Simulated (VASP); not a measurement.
A run of VASP 6.6.1:

Contents of INCAR:

```
ALGO     = Fast           # electronic algorithm
EDIFF    = 1E-7           # SCF threshold, eV
ENCUT    = 520            # plane-wave cutoff, eV
GGA      = PE             # functional
ISIF     = 2              # what is computed and relaxed
ISMEAR   = 0              # smearing method
LASPH    = T              # aspherical terms in the spheres
LCHARG   = F              # write CHGCAR
LREAL    = F              # projectors in reciprocal space
LWAVE    = F              # write WAVECAR
NBANDS   = 18             # bands
NELM     = 60             # most SCF steps
PREC     = Accurate       # precision mode
SIGMA    = 0.15           # smearing width, eV
```

File KPOINTS:

```
k-points
0
Gamma
  18 18 18
```

The input POSCAR:

```
Cu
1.0
    1.3748918369     -4.0308860292      0.0000000000
    1.3748918369      4.0308860292      0.0000000000
    0.0000000000      0.0000000000      2.5142119659
Cu
2
Direct
    0.1340351705      0.8659648295      0.2500000000
    0.8659648295      0.1340351705      0.7500000000
```

Potentials or basis: VASP PAW PBE potentials, release 64 (Cu).

The run is started by

```console
$ cat potpaw_PBE.64/Cu/POTCAR > POTCAR
$ mpirun -np 1 vasp_std > vasp.out
```

Hardware: 1 thread of Intel(R) Xeon(R) Platinum 8259CL CPU @ 2.50GHz (Skylake/Cascade Lake), with other jobs on the host.

Problem. Estimate the wall time of this run.

Solution. Run time: 8.3 min on 1 thread of Intel(R) Xeon(R) Platinum 8259CL CPU @ 2.50GHz (Skylake/Cascade Lake) (shared host), peak memory 0.46 GiB. Counts: scf iterations 17, k points 910.
